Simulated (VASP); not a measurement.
Set up this calculation in VASP 6.6.1, as the native input.

* Task: single point
* Functional: r2SCAN
* Potentials or basis: VASP PAW PBE potentials, release 64 (Sc_sv, N, Lu)
* Cutoff: 520 eV
* k mesh: 8 × 8 × 6
* Occupations: fermi-dirac, width 0.02 eV
* Spin: no spin polarisation
* Dipole correction: no
* Further INCAR settings: ALGO = Normal; EDIFF = 1e-07; NBANDS = 31

LuScN2:

```xyz
4
Lattice="3.3292 0.0000 0.0000 0.0000 3.2726 0.0000 0.0000 0.0000 4.6188" Properties=species:S:1:pos:R:3 pbc="T T T"
Sc    0.0000    0.0000    0.0000
N     0.0000    0.0000    2.3094
N     1.6646    1.6363    0.0000
Lu    1.6646    1.6363    2.3094
```

This cell differs from its parent crystal: uniaxial x strain +1.7%.

One way to write it, as run:

POSCAR

```
LuScN2
1.0
    3.3292142317      0.0000000000      0.0000000000
    0.0000000000      3.2725982814      0.0000000000
    0.0000000000      0.0000000000      4.6188239083
Sc N Lu
1 2 1
Direct
    0.0000000000      0.0000000000      0.0000000000
    0.0000000000      0.0000000000      0.5000000000
    0.5000000000      0.5000000000      0.0000000000
    0.5000000000      0.5000000000      0.5000000000
```

INCAR.step1

```
SYSTEM = LuScN2
ALGO     = Normal         ! electronic algorithm
EDIFF    = 1E-4           ! SCF threshold, eV
ENCUT    = 520            ! plane-wave cutoff, eV
GGA      = PE             ! functional
ISMEAR   = -1             ! smearing method
LASPH    = .TRUE.         ! aspherical terms in the spheres
LCHARG   = .FALSE.        ! write CHGCAR
LREAL    = .FALSE.        ! projectors in reciprocal space
LWAVE    = .TRUE.         ! write WAVECAR
NBANDS   = 31             ! bands
NELM     = 100            ! most SCF steps
PREC     = Accurate       ! precision mode
SIGMA    = 0.02           ! smearing width, eV
```

INCAR.step2

```
SYSTEM = LuScN2
ALGO     = Normal         ! electronic algorithm
EDIFF    = 1E-7           ! SCF threshold, eV
ENCUT    = 520            ! plane-wave cutoff, eV
ISIF     = 2              ! what is computed and relaxed
ISMEAR   = -1             ! smearing method
ISTART   = 1            
LASPH    = .TRUE.         ! aspherical terms in the spheres
LCHARG   = .TRUE.         ! write CHGCAR
LELF     = .TRUE.         ! ELF
LMIXTAU  = .TRUE.       
LREAL    = .FALSE.        ! projectors in reciprocal space
LVHAR    = .TRUE.       
LWAVE    = .FALSE.        ! write WAVECAR
METAGGA  = R2SCAN         ! meta-GGA
NBANDS   = 31             ! bands
NELM     = 100            ! most SCF steps
PREC     = Accurate       ! precision mode
SIGMA    = 0.02           ! smearing width, eV
```

KPOINTS

```
k-points
0
G
  8 8 6
  0 0 0
```

Potentials or basis: VASP PAW PBE potentials, release 64 (Sc_sv, N, Lu).

Launch:

```sh
$ cat potpaw_PBE.64/Sc_sv/POTCAR potpaw_PBE.64/N/POTCAR potpaw_PBE.64/Lu/POTCAR > POTCAR
$ cp INCAR.step1 INCAR
$ mpirun -np 1 vasp_std > vasp.out
$ cp INCAR.step2 INCAR
$ mpirun -np 1 vasp_std > vasp.out
```

It gave:

| Quantity | Value |
| --- | --- |
| Pressure | -1.7 GPa |
| Band gap on the k mesh | 0.14 eV |

Caveat: the cell differs from its parent crystal (uniaxial x strain +1.7%); the PAW data sets were made with another functional, which shifts forces and pressure a little; spin-orbit coupling is left out, which moves the levels of the heavy elements.

Run time: 9.8 min on 1 thread of Intel(R) Xeon(R) Platinum 8259CL CPU @ 2.50GHz (Skylake/Cascade Lake), on a shared host, peak memory 0.3 GiB.
